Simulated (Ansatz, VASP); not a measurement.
## One calculation of AsI, two programs

```
CELL_PARAMETERS angstrom
3.72802 0.00000 0.00000
0.00000 3.72802 0.00000
0.00000 0.00000 3.72802
ATOMIC_POSITIONS crystal
As 0.00000 0.00000 0.00000
I 0.50000 0.50000 0.50000
```

Alike in both runs: functional PBE; k mesh 4 × 4 × 4; occupations gaussian, width 0.1 eV; no spin polarisation.

Ansatz relaxed the structure, and its values are those at the end. VASP's run is a single point on that final structure, the one shown.

|  | VASP | Ansatz |
| --- | --- | --- |
| version | VASP 6.6.1 | Ansatz 0.2.0 |
| potentials or method | VASP PAW PBE potentials, release 64 (As, I), cutoff 520 eV | scalar-relativistic, plane waves, PAW |
| valence electrons in the cell | 12 | 32 |

|  | VASP | Ansatz | Ansatz less VASP |
| --- | --- | --- | --- |
| gap on the k mesh at the Fermi level (eV) | none | none | - |
| pressure (GPa) | -0.3 | -0.3 | +0.04 |

A gap of «none» marks a metal or a gap that the smearing closes. The functional is the same, so the differences come from potentials, cutoffs and numerics. VASP's potentials hold 12 valence electrons a cell and Ansatz's 32, so a difference there can come from the potentials and not from the codes.

The k mesh is coarse, so the values compare programs but aren't converged. Neither program's run includes spin-orbit coupling.
